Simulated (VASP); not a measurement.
# GaN (F-43m) in VASP: further runs

GaN is run at these levels: LDA; tasks: single point, relaxation of cell and atoms.

Program: VASP 6.6.1. These are calculated values, not measurements. Logs are shortened: lines on timing, memory, paths and dates and some standing lists are left out, and cuts for length are marked.

**1. The cell of the first run**

The structure is cubic, space group F-43m (No. 216). The conventional cell has a = 4.455 Å, b = 4.455 Å, c = 4.455 Å, α = 90.00°, β = 90.00°, γ = 90.00°. Ga (site symmetry -43m) has 4 N at 1.93 Å within 2.6 Å. N (site symmetry -43m) has 4 Ga at 1.93 Å within 2.6 Å.

**2. Single point, LDA**

File INCAR:

```
  PREC = Accurate
  ENCUT = 520
  EDIFF = 1E-6
  ISMEAR = 0
  SIGMA = 0.01
  LREAL = False
  LASPH = True
  NELM = 80
  ALGO = Normal
  ISIF = 2
  LWAVE = False
  LCHARG = False
  NBANDS = 16
```

File KPOINTS:

```
regular mesh
0
Gamma
  10 10 10
```

File POSCAR:

```
GaN
1.0
    0.0000000000      2.2277008333      2.2277008333
    2.2277008333      0.0000000000      2.2277008333
    2.2277008333      2.2277008333      0.0000000000
Ga N
1 1
Direct
    0.0000000000      0.0000000000      0.0000000000
    0.7500000000      0.7500000000      0.7500000000
```

Potentials or basis: VASP PAW LDA potentials, release 64 (Ga_d, N).

On the command line:

```
$ cat potpaw_LDA.64/Ga_d/POTCAR potpaw_LDA.64/N/POTCAR > POTCAR
$ mpirun -np 1 vasp_std > vasp.out
```

OUTCAR:

```text
PREC = Accurate
   ENCUT = 520
   EDIFF = 1E-6
   ISMEAR = 0
   LREAL = False
   LASPH = True
   NELM = 80
   ISIF = 2

 ion  position               nearest neighbor table
   1  0.000  0.000  0.000-   2 1.93   2 1.93   2 1.93   2 1.93
   2  0.750  0.750  0.750-   1 1.93   1 1.93   1 1.93   1 1.93

  LATTYP: Found a face centered cubic cell.
 ALAT       =     4.4554016666

  Lattice vectors:

 A1 = (   0.0000000000,   2.2277008333,   2.2277008333)
 A2 = (   2.2277008333,   0.0000000000,   2.2277008333)
 A3 = (   2.2277008333,   2.2277008333,   0.0000000000)

Analysis of symmetry for initial positions (statically):
=====================================================================
 Subroutine PRICEL returns:
 Original cell was already a primitive cell.

 Routine SETGRP: Setting up the symmetry group for a
 face centered cubic supercell.

 Subroutine GETGRP returns: Found 24 space group operations
 (whereof 24 operations were pure point group operations)
 out of a pool of 48 trial point group operations.

The static configuration has the point symmetry T_d .

Analysis of symmetry for dynamics (positions and initial velocities):
=====================================================================
 Subroutine PRICEL returns:
 Original cell was already a primitive cell.

 Routine SETGRP: Setting up the symmetry group for a
 face centered cubic supercell.

 Subroutine GETGRP returns: Found 24 space group operations
 (whereof 24 operations were pure point group operations)
 out of a pool of 48 trial point group operations.

The dynamic configuration has the point symmetry T_d .

 Subroutine INISYM returns: Found 24 space group operations
 (whereof 24 operations are pure point group operations),
 and found     1 'primitive' translations

----------------------------------------------------------------------------------------

                                     Primitive cell

  volume of cell :      22.1106

  direct lattice vectors                    reciprocal lattice vectors
     0.000000000  2.227700833  2.227700833    -0.224446655  0.224446655  0.224446655
     2.227700833  0.000000000  2.227700833     0.224446655 -0.224446655  0.224446655
     2.227700833  2.227700833  0.000000000     0.224446655  0.224446655 -0.224446655

  length of vectors
     3.150444731  3.150444731  3.150444731     0.388753010  0.388753010  0.388753010

  position of ions in fractional coordinates (direct lattice)
     0.000000000  0.000000000  0.000000000
     0.750000000  0.750000000  0.750000000

  ion indices of the primitive-cell ions
   primitive index   ion index
                 1           1
                 2           2

----------------------------------------------------------------------------------------

 KPOINTS: regular mesh

Automatic generation of k-mesh.
 Grid dimensions read from file:
 generate k-points for:   10   10   10

 Generating k-lattice:

  Cartesian coordinates                     Fractional coordinates (reciprocal lattice)
    -0.022444665  0.022444665  0.022444665     0.100000000  0.000000000  0.000000000
     0.022444665 -0.022444665  0.022444665     0.000000000  0.100000000  0.000000000
     0.022444665  0.022444665 -0.022444665     0.000000000  0.000000000  0.100000000

  Length of vectors
     0.038875301  0.038875301  0.038875301

  Shift w.r.t. Gamma in fractional coordinates (k-lattice)
     0.000000000  0.000000000  0.000000000

 Subroutine IBZKPT returns following result:
 ===========================================

 Found     47 irreducible k-points:

 Following reciprocal coordinates:
            Coordinates               Weight
  0.000000  0.000000  0.000000      1.000000
  0.100000  0.000000  0.000000      8.000000
  0.200000  0.000000  0.000000      8.000000
  0.300000  0.000000  0.000000      8.000000
  0.400000  0.000000  0.000000      8.000000
  0.500000  0.000000  0.000000      4.000000
[... 16 lines left out ...]
  0.300000  0.300000  0.000000      6.000000
  0.400000  0.300000  0.000000     24.000000
 [... further k-points ...]
   k-points           NKPTS =     47   k-points in BZ     NKDIM =     47   number of bands    NBANDS=     16
   number of dos      NEDOS =    301   number of ions     NIONS =      2
   total plane-waves  NPLWV =  13824
   dimension x,y,z NGX =    24 NGY =   24 NGZ =   24
   dimension x,y,z NGXF=    48 NGYF=   48 NGZF=   48
   ions per type =               1   1
   NGX,Y,Z   is equivalent  to a cutoff of  12.66, 12.66, 12.66 a.u.
   NGXF,Y,Z  is equivalent  to a cutoff of  25.33, 25.33, 25.33 a.u.
 SYSTEM =  unknown system
   PREC   = accura    normal or accurate (medium, high low for compatibility)
   ISTART =      0    job   : 0-new  1-cont  2-samecut
   ICHARG =      2    charge: 1-file 2-atom 10-const
   ISPIN  =      1    spin polarized calculation?
   LNONCOLLINEAR =      F non collinear calculations
   LSORBIT =      F    spin-orbit coupling
   LASPH  =      T    aspherical Exc in radial PAW
   ENCUT  =  520.0 eV  38.22 Ry    6.18 a.u.   5.86  5.86  5.86*2*pi/ulx,y,z
   NELM   =     80;   NELMIN=  2; NELMDL= -5     # of ELM steps
   EDIFF  = 0.1E-05   stopping-criterion for ELM
   LREAL  =      F    real-space projection
   EDIFFG = 0.1E-04   stopping-criterion for IOM
   NSW    =      0    number of steps for IOM
   IBRION =     -1    ionic relax: 0-MD 1-quasi-New 2-CG
   NFREE  =      0    steps in history (QN), initial steepest desc. (CG)
   ISIF   =      2    stress and relaxation
   ISYM   =      2    0-nonsym 1-usesym 2-fastsym
   POTIM  = 0.5000    time-step for ionic-motion
   TEBEG  =    0.0;   TEEND  =   0.0 temperature during run
   PSTRESS=    0.0 pullay stress
   NELECT =      18.0000    total number of electrons
   NUPDOWN=      -1.0000    fix difference up-down
   EMIN   =  10.00;   EMAX   =-10.00  energy-range for DOS
   EFERMI =   0.00;   METHOD = LEGACY
   ISMEAR =     0;   SIGMA  =   0.01  broadening in eV -4-tet -1-fermi 0-gaus
   EFERMI_NEDOS =   21; number of points for ismear=-14 and -15
   IALGO  =     38    algorithm
   IMIX   =      4    mixing-type and parameters
     AMIX     =   0.40;   BMIX     =  1.00
     AMIX_MAG =   1.60;   BMIX_MAG =  1.00
  volume/ion in A,a.u.               =      11.06        74.60
  Fermi-wavevector in a.u.,A,eV,Ry     =   1.528617  2.888668 31.792341  2.336671
  Thomas-Fermi vector in A             =   2.636351
   LORBIT       =      0    0 simple, 1 ext, 2 COOP (PROOUT), +10 PAW based schemes
   GGA     = CA    functional components
   LHFCALC =     F    Hartree Fock is set to
   AEXX    =    0.0000 exact exchange contribution
   IVDW    =     0    specifies the selected vdW correction
   LEPSILON=     F    determine dielectric tensor
   LRPA    =     F    only Hartree local field effects (RPA)
 non-spin polarized calculation
 Gauss-broadening in eV      SIGMA  =   0.01
  energy-cutoff  :      520.00
  volume of cell :       22.11
 maximum number of plane-waves:       610
   NGX = 11   NGY = 11   NGZ = 11

 number of electron      18.0000015 magnetization

 Free energy of the ion-electron system (eV)
  ---------------------------------------------------
  ext. energy  EPLUGINS =         0.00000000
  ---------------------------------------------------
  free energy    TOTEN  =       -13.94379212 eV

  energy without entropy =      -13.94379212  energy(sigma->0) =      -13.94379212

 E-fermi :   5.4939     XC(G=0): -12.3037

 val. band max:        5.4192780508   @ k =   0.0000   0.0000   0.0000
 cond. band min:       7.3913213795   @ k =   0.0000   0.0000   0.0000
 fundamental gap:      1.9720433287
 Fermi energy:         5.4938524717

 k-point     1 :       0.0000    0.0000    0.0000
  band No.  band energies     occupation
      1     -10.6885      2.00000
      2      -8.1711      2.00000
      3      -8.1711      2.00000
      4      -8.1711      2.00000
      5      -7.8169      2.00000
      6      -7.8169      2.00000
[... 8 lines left out ...]
     15      24.3619      0.00000
     16      24.3619      0.00000

 k-point     2 :       0.1000    0.0000    0.0000
  band No.  band energies     occupation
      1     -10.5687      2.00000
      2      -8.1561      2.00000
      3      -8.1561      2.00000
      4      -8.1332      2.00000
      5      -7.8184      2.00000
      6      -7.8184      2.00000
[... 8 lines left out ...]
     15      23.0800      0.00000
     16      23.0800      0.00000

 k-point     3 :       0.2000    0.0000    0.0000
  band No.  band energies     occupation
      1     -10.2669      2.00000
      2      -8.1213      2.00000
      3      -8.1213      2.00000
      4      -7.9673      2.00000
      5      -7.8173      2.00000
      6      -7.8173      2.00000
[... 8 lines left out ...]
     15      22.3048      0.00000
     16      22.3048      0.00000

 k-point     4 :       0.3000    0.0000    0.0000
  band No.  band energies     occupation
      1      -9.9491      2.00000
      2      -8.0904      2.00000
      3      -8.0904      2.00000
      4      -7.8023      2.00000
      5      -7.8023      2.00000
      6      -7.5419      2.00000
[... 8 lines left out ...]
     15      22.8133      0.00000
     16      22.8133      0.00000
[... 324 lines left out ...]
 k-point    22 :      -0.2000    0.2000    0.0000
  band No.  band energies     occupation
      1      -9.8516      2.00000
      2      -8.0737      2.00000
      3      -8.0560      2.00000
      4      -7.8424      2.00000
      5      -7.8361      2.00000
      6      -7.3458      2.00000
[... 8 lines left out ...]
     15      22.9179      0.00000
     16      26.2102      0.00000

 k-point    23 :       0.3000    0.3000    0.0000
  band No.  band energies     occupation
      1      -9.7602      2.00000
      2      -8.0183      2.00000
      3      -7.9613      2.00000
      4      -7.9613      2.00000
      5      -7.7612      2.00000
      6      -7.3300      2.00000
[... 8 lines left out ...]
     15      27.7314      0.00000
     16      28.3190      0.00000

 k-point    24 :       0.4000    0.3000    0.0000
  band No.  band energies     occupation
      1      -9.6406      2.00000
      2      -8.0367      2.00000
      3      -7.9240      2.00000
      4      -7.9227      2.00000
      5      -7.7500      2.00000
      6      -6.8253      2.00000
[... 8 lines left out ...]
     15      28.1210      0.00000
     16      28.1549      0.00000

 [... further k-points ...]

------------------------ aborting loop because EDIFF is reached ----------------------------------------

  FORCE on cell =-STRESS in cart. coord.  units (eV):
  Direction    XX          YY          ZZ          XY          YZ          ZX
  --------------------------------------------------------------------------------------
  -------------------------------------------------------------------------------------
  Total        0.1548300      0.1548300      0.1548300      0.0000000      0.0000000      0.0000000
  in kB       11.2192815     11.2192815     11.2192815      0.0000000      0.0000000      0.0000000
  external PRESSURE =      11.2192815 kB  Pullay stress =       0.0000000 kB

 VOLUME and BASIS-vectors are now :
 -----------------------------------------------------------------------------
  energy-cutoff  :      520.00
  volume of cell :       22.11
      direct lattice vectors                 reciprocal lattice vectors
     0.000000000  2.227700833  2.227700833    -0.224446655  0.224446655  0.224446655
     2.227700833  0.000000000  2.227700833     0.224446655 -0.224446655  0.224446655
     2.227700833  2.227700833  0.000000000     0.224446655  0.224446655 -0.224446655

 POSITION                                       TOTAL-FORCE (eV/Angst)
 -----------------------------------------------------------------------------------
      0.00000      0.00000      0.00000         0.000000      0.000000      0.000000
      3.34155      3.34155      3.34155        -0.000000     -0.000000     -0.000000
 -----------------------------------------------------------------------------------
    total drift:                               -0.000002     -0.000002     -0.000002

  FREE ENERGIE OF THE ION-ELECTRON SYSTEM (eV)
  ---------------------------------------------------
  free  energy   TOTEN  =       -13.9437921192 eV

  energy  without entropy=      -13.9437921192  energy(sigma->0) =      -13.94379212
```

Run time: 9.3 s. Hardware: 1 thread of Intel Xeon 8259CL, shared host; peak memory 0.14 GiB.

What came out:

```
Free energy            : -13.9438 eV
Pressure               : 1.1 GPa
Band gap on the k mesh : 1.97 eV
```

**3. Relaxation of cell and atoms, LDA**

File INCAR:

```
SYSTEM = GaN
PREC = Accurate
ENCUT = 600
EDIFF = 1E-7
ISMEAR = 0
SIGMA = 0.01
LREAL = .FALSE.
LASPH = .TRUE.
NELM = 60
ALGO = Normal
ISIF = 3
LWAVE = .FALSE.
LCHARG = .FALSE.
GGA = CA
IBRION = 2
NSW = 80
EDIFFG = -0.001
```

File KPOINTS:

```
Automatic mesh
0
G
  10 10 10
  0 0 0
```

POSCAR is that of step 2.

Potentials or basis: VASP PAW LDA potentials, release 64 (Ga_d, N).

On the command line:

```
$ cat potpaw_LDA.64/Ga_d/POTCAR potpaw_LDA.64/N/POTCAR > POTCAR
$ mpirun -np 1 vasp_std > vasp.out
```

Run time: 40 s. Hardware: 1 thread of Intel Xeon 8259CL, shared host; peak memory 0.16 GiB.

It converged, with:

```yaml
Free_energy: -13.9444 eV
Relaxed_volume: 11.11 Å³/atom
Relaxed_cell: a = 3.156 Å, b = 3.156 Å, c = 3.156 Å, α = 60.00°, β = 60.00°, γ = 60.00°
Space_group_after_relaxing_to_0.1_Å: F-43m (No. 216)
Energy_gained_by_relaxing: 0.2 meV/atom
Ionic_steps: 3
Pressure_after_relaxing: 0.0 GPa
Band_gap_on_the_k_mesh: 1.94 eV
```

The path:
```csv
step,energy change (eV),largest force (eV/Å),pressure (GPa),volume (Å³)
1,0.0000,0.0000,0.99,22.11
2,0.0000,0.0000,-1.00,22.33
3,-0.0003,0.0000,0.00,22.22
```

Final structure:
```xyz
2
Lattice="0.0000 2.2314 2.2314 2.2314 0.0000 2.2314 2.2314 2.2314 0.0000" Properties=species:S:1:pos:R:3 pbc="T T T"
Ga    0.0000    0.0000    0.0000
N     3.3471    3.3471    3.3471
```

Levels at points of the mesh, in eV from the valence-band top:
```csv
k point,band 7,band 8,band 9,band 10,band 11,band 12
"(0.00, 0.00, 0.00)",0.00,0.00,0.00,1.94,10.29,10.29
"(0.50, 0.00, 0.00)",-7.32,-1.02,-1.02,4.75,8.74,10.36
"(0.50, 0.50, 0.00)",-6.33,-2.84,-2.84,3.26,6.66,11.71
```

(Part 1 of 2 ends here.)
